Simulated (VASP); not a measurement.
A run of VASP 6.6.1 is set up as follows.

Contents of INCAR:

```
ALGO = Normal
EDIFF = 1E-6
ENCUT = 520
GGA = PS
ISIF = 2
ISMEAR = 0
LASPH = True
LCHARG = False
LREAL = False
LWAVE = False
NBANDS = 36
NELM = 80
PREC = Accurate
SIGMA = 0.02
```

KPOINTS

```
k-points
0
Gamma
  6 6 1
```

File POSCAR:

```
SiC
1.0
    3.0790874996      0.0000000000      0.0000000000
   -1.5395437498      2.6665679952      0.0000000000
    0.0000000000      0.0000000000     15.1076943090
Si C
6 6
Direct
    0.0000000000      0.0000000000      0.1250346186
    0.0000000000      0.0000000000      0.6250346186
    0.3333333333      0.6666666667      0.2918199952
    0.6666666667      0.3333333333      0.7918199952
    0.3333333333      0.6666666667      0.9583138721
    0.6666666667      0.3333333333      0.4583138721
    0.0000000000      0.0000000000     -0.0003142250
    0.0000000000      0.0000000000      0.4996857750
    0.3333333333      0.6666666667      0.1668262172
    0.6666666667      0.3333333333      0.6668262172
    0.3333333333      0.6666666667      0.8333195219
    0.6666666667      0.3333333333      0.3333195219
```

Potentials or basis: VASP PAW PBE potentials, release 64 (Si, C).

Launch:

```console
$ cat potpaw_PBE.64/Si/POTCAR potpaw_PBE.64/C/POTCAR > POTCAR
$ mpirun -np 1 vasp_std > vasp.out
```

Q: Predict the pressure.

A: 0.3 GPa.

Q: Estimate the band gap on the k mesh.

A: 1.91 eV, indirect (least direct gap 3.01 eV).

Q: What does it give for the largest force?

A: 0.016 eV/Å.

Forces in eV/Å, atoms in the order of the input:
```
Si   0.000  0.000  0.016
Si   0.000  0.000  0.016
Si   0.000  0.000  0.000
Si   0.000  0.000  0.000
Si   0.000  0.000 -0.003
Si   0.000  0.000 -0.003
C    0.000  0.000 -0.013
C    0.000  0.000 -0.013
C    0.000  0.000 -0.002
C    0.000  0.000 -0.002
C    0.000  0.000  0.002
C    0.000  0.000  0.002
```

Caveat: the PAW data sets were made with another functional, which shifts forces and pressure a little. A k mesh can miss the band edges.
